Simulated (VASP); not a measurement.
A run of VASP 6.6.1 is set up as follows.

The input INCAR:

```
SYSTEM = Zn
PREC = Accurate ; ENCUT = 520
EDIFF = 1E-6 ; ISMEAR = -5
SIGMA = 0.1 ; LREAL = .False.
LASPH = .True. ; NELM = 80
ALGO = Normal ; ISIF = 2
LWAVE = .False. ; LCHARG = .True.
GGA = B5 ; ALDAX = 1.0
AGGAX = 1.0 ; AGGAC = 1.0
ALDAC = 0.0 ; IVDW = 13
VDW_S6 = 1.0 ; VDW_S8 = 2.34076671
VDW_A1 = 0.44488865 ; VDW_A2 = 4.0933009
LELF = .True. ; LVHAR = .True.
NBANDS = 19
```

The input KPOINTS:

```
regular mesh
0
Gamma
  11 11 6
  0 0 0
```

Contents of POSCAR:

```
Zn
1.0
    2.5586182000      0.0000000000      0.0000000000
   -1.2793091000      2.2158283598      0.0000000000
    0.0000000000      0.0000000000      4.7588382000
Zn
2
Direct
    0.6666666667      0.3333333333      0.7500000000
    0.3333333333      0.6666666667      0.2500000000
```

Potentials or basis: VASP PAW PBE potentials, release 64 (Zn).

Launch:

```bash
$ cat potpaw_PBE.64/Zn/POTCAR > POTCAR
$ mpirun -np 1 vasp_std > vasp.out
```

Question: Predict the dispersion energy per atom.

Answer: -0.691 eV.

Question: Estimate the pressure.

Answer: 11.1 GPa.

Question: Predict the band gap on the k mesh.

Answer: Zero (band 12 reaches 6.34 eV, above the bottom of band 13 at 1.42 eV).

Stress tensor (GPa, compression positive):
```
12.88  0.00  0.00
 0.00 12.88  0.00
 0.00  0.00  7.56
```

Caveat: the PAW data sets were made with another functional, which shifts forces and pressure a little; pairwise dispersion overbinds metals, which lowers pressure and volume; tetrahedron occupations give inexact forces and stress in metals.
